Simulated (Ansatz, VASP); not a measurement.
## Two plane-wave programs on NaCl

Contents of INCAR:

```
  ALGO = Normal
  EDIFF = 1E-6
  ENCUT = 520
  GGA = PE
  ISIF = 2
  ISMEAR = -1
  LASPH = True
  LCHARG = False
  LREAL = False
  LWAVE = False
  NBANDS = 14
  NELM = 60
  PREC = Accurate
  SIGMA = 0.02
```

File KPOINTS:

```
k-points
0
Gamma
  8 8 8
```

Contents of POSCAR:

```
NaCl
1.0
    0.0000000000      3.0872727782      3.1190716878
    3.0872727782      0.0000000000      3.1190716878
    3.0872727782      3.0872727782      0.0000000000
Na Cl
1 1
Direct
    0.0000000000      0.0000000000      0.0000000000
    0.2500000000      0.2500000000      0.2500000000
```

Input for Ansatz:

```yaml
crystal:
  lattice:
    - [0.0, 3.0872727782, 3.1190716878]
    - [3.0872727782, 0.0, 3.1190716878]
    - [3.0872727782, 3.0872727782, 0.0]
  atoms:
    - { symbol: Na, position: [0.0, 0.0, 0.0] }
    - { symbol: Cl, position: [0.25, 0.25, 0.25] }
kpoints:
  mp_grid: { grid: [8, 8, 8] }
  band_path:
    path:
      - [0.0, 0.0, 0.0]
      - [-0.5, -0.5, 0.0]
      - [-0.375, -0.375, 0.25]
      - [-0.375, 0.0, 0.375]
      - [0.0, 0.0, 0.5]
      - [-0.5, -0.25, 0.25]
    npoints: 1
hamiltonian:
  xc: pbe
scf:
  occupations: { method: fermi_dirac, width: 0.02 }
  n_extra_bands: 4
output:
  forces: true
  stress: true
  eigenvalues: true
```

Change from the starting cell: uniaxial_z strain +1.0%.

Alike in both runs: task single point; functional PBE; k mesh 8 × 8 × 8; occupations fermi-dirac, width 0.02 eV; no spin polarisation.

```csv
,VASP,Ansatz
version,VASP 6.6.1,Ansatz 0.2.0
potentials or method,"VASP PAW PBE potentials, release 64 (Na_pv, Cl)","plane waves, PAW"
plane-wave cutoff (eV),520,420
valence electrons in the cell,14,16
```

|  | VASP | Ansatz | Ansatz less VASP |
| --- | --- | --- | --- |
| gap on the k mesh at the Fermi level (eV) | 4.91 | 4.91 | +0.001 |
| pressure (GPa) | 0.5 | 0.5 | +0.01 |

VASP's potentials hold 14 valence electrons a cell and Ansatz's 16, so a difference there can come from the potentials and not from the codes.
